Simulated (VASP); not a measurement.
Runs of VASP 6.6.1 on TaC3. The structure is that of space group Pm-3m (No. 221), or close to it. The cells are those of the table. The cell was generated, and may not be a known phase.

```csv
task,cell,k mesh,cutoff (eV),gap on the mesh (eV),pressure (GPa),relaxed volume (Å³/atom)
single point,"a = 4.187 Å, 4 atoms",4 × 4 × 4,520,none,0.4,-
single point,"a = 4.204 Å, 4 atoms",12 × 12 × 12,520,none,(b),-
relaxation of cell and atoms,"relaxed from a = 4.187 Å, 4 atoms",12 × 12 × 12,600,none,0.0,(a)
relaxation of cell and atoms,"relaxed from a = 4.057 Å, 4 atoms",4 × 4 × 4,600,none,-0.1,18.43
single point,"a = 4.057 Å, 4 atoms",4 × 4 × 4,520,none,13.4,-
```

Alike in all rows: level PBE; potentials or basis VASP PAW PBE potentials, release 64 (Ta_pv, C); no spin polarisation; smearing gaussian 0.1 eV.

Fill in the values left out.

(a) 18.61; (b) 0.2.

Caveats: some runs use coarse meshes; spin-orbit coupling is left out, which moves the levels of the heavy elements.

A k mesh can miss the band edges, and the runs leave out spin-orbit coupling on Ta.

A gap of «none» marks levels without a gap at the run's occupations.
